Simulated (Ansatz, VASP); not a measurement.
# One calculation of Bi, two programs

```
Bi
1.0
     5.73230    0.00000    0.00000
    -2.86615    4.96431    0.00000
     0.00000    0.00000    3.37450
Bi
3
Cartesian
  2.8661 4.9643 0.0000
  0.0000 3.3095 1.6873
  2.8661 1.6548 1.6873
```

Alike in both runs: functional PBE; k mesh 7 × 7 × 9; occupations fermi-dirac, width 0.1 eV; no spin polarisation.

Ansatz relaxed the structure, and its values are those at the end. VASP's run is a single point on that final structure, the one shown.

```csv
,VASP,Ansatz
version,VASP 6.6.1,Ansatz 0.2.0
potentials or method,"VASP PAW PBE potentials, release 64 (Bi_d), cutoff 520 eV","plane waves (420 eV) with PAW, scalar-relativistic"
valence electrons in the cell,45,45
```

|  | VASP | Ansatz | Ansatz less VASP |
| --- | --- | --- | --- |
| pressure (GPa) | 0.0 | 0.0 | +0.07 |

Neither program's run includes spin-orbit coupling.
